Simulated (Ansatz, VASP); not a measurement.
**One calculation of Ti2Te3Pt, two programs**

The input INCAR:

```
SYSTEM = Ti2Te3Pt
PREC = Accurate ; ENCUT = 520
EDIFF = 1E-6 ; ISMEAR = 0
SIGMA = 0.1 ; LREAL = .False.
LASPH = .True. ; NELM = 150
ALGO = Normal ; ISIF = 2
LWAVE = .False. ; LCHARG = .False.
ISPIN = 2 ; MAGMOM = 1 1 0 0 0 0
LORBIT = 11 ; LMAXMIX = 4
GGA = PE ; NBANDS = 39
```

KPOINTS

```
Automatic mesh
0
Gamma
  3 3 3
  0 0 0
```

File POSCAR:

```
Ti2Te3Pt
1.0
    3.7876389862      2.1867943882      3.3321339971
   -3.7876389862      2.1867943882      3.3321339971
    0.0000000000     -4.3735887765      3.3321339971
Ti Te Pt
2 3 1
Direct
    0.0564079063      0.0564079063      0.0564079063
    0.7396921354      0.7396921354      0.7396921354
    0.0670258567      0.5559796308      0.0670258567
    0.0670258567      0.0670258567      0.5559796308
    0.5559796308      0.0670258567      0.0670258567
    0.5190029940      0.5190029940      0.5190029940
```

Input for Ansatz:

```yaml
crystal:
  lattice:
    - [3.7876389862, 2.1867943882, 3.3321339971]
    - [-3.7876389862, 2.1867943882, 3.3321339971]
    - [0.0, -4.3735887765, 3.3321339971]
  atoms:
    - { symbol: Ti, position: [0.0564079063, 0.0564079063, 0.0564079063], spin: 1.0 }
    - { symbol: Ti, position: [0.7396921354, 0.7396921354, 0.7396921354], spin: 1.0 }
    - { symbol: Te, position: [0.0670258567, 0.5559796308, 0.0670258567] }
    - { symbol: Te, position: [0.0670258567, 0.0670258567, 0.5559796308] }
    - { symbol: Te, position: [0.5559796308, 0.0670258567, 0.0670258567] }
    - { symbol: Pt, position: [0.519002994, 0.519002994, 0.519002994] }
basis:
  ecutwfc: 420
kpoints:
  mp_grid: { grid: [3, 3, 3] }
hamiltonian:
  xc: pbe
scf:
  occupations: { method: gaussian, width: 0.1 }
  lower_state_search: "off"
output:
  forces: true
  stress: true
  eigenvalues: true
  populations: true
magnetization:
  spin_polarized: true
```

Alike in both runs: task single point; functional PBE; k mesh 3 × 3 × 3; occupations gaussian, width 0.1 eV; collinear spin.

|  | VASP | Ansatz |
| --- | --- | --- |
| version | VASP 6.6.1 | Ansatz 0.2.0 |
| potentials or method | VASP PAW PBE potentials, release 64 (Ti_sv, Te, Pt), cutoff 520 eV | scalar-relativistic, plane waves, PAW |
| valence electrons in the cell | 52 | 90 |

|  | VASP | Ansatz | Ansatz less VASP |
| --- | --- | --- | --- |
| gap on the k mesh at the Fermi level (eV) | none | none | - |
| pressure (GPa) | 0.2 | 0.2 | -0.06 |
| traceless stress, the component that is largest in VASP (GPa) | 0.03 | -0.19 | -0.222 |
| rms of the force components (eV/Å) | 0.054 | 0.005 | -0.0489 |
| net moment per atom (μB) | 0.00 | 0.00 | 0.000 |

Atom by atom the forces differ by 0.052 eV/Å (rms over components). A gap of «none» marks a metal or a gap that the smearing closes. With one functional, cell and mesh, what is left measures potentials, basis and numerics. VASP's potentials hold 52 valence electrons a cell and Ansatz's 90, so a difference there can come from the potentials and not from the codes. Ansatz's warnings: seeded moment not kept.

The k mesh is coarse, so the values compare programs but aren't converged. Neither program's run includes spin-orbit coupling.
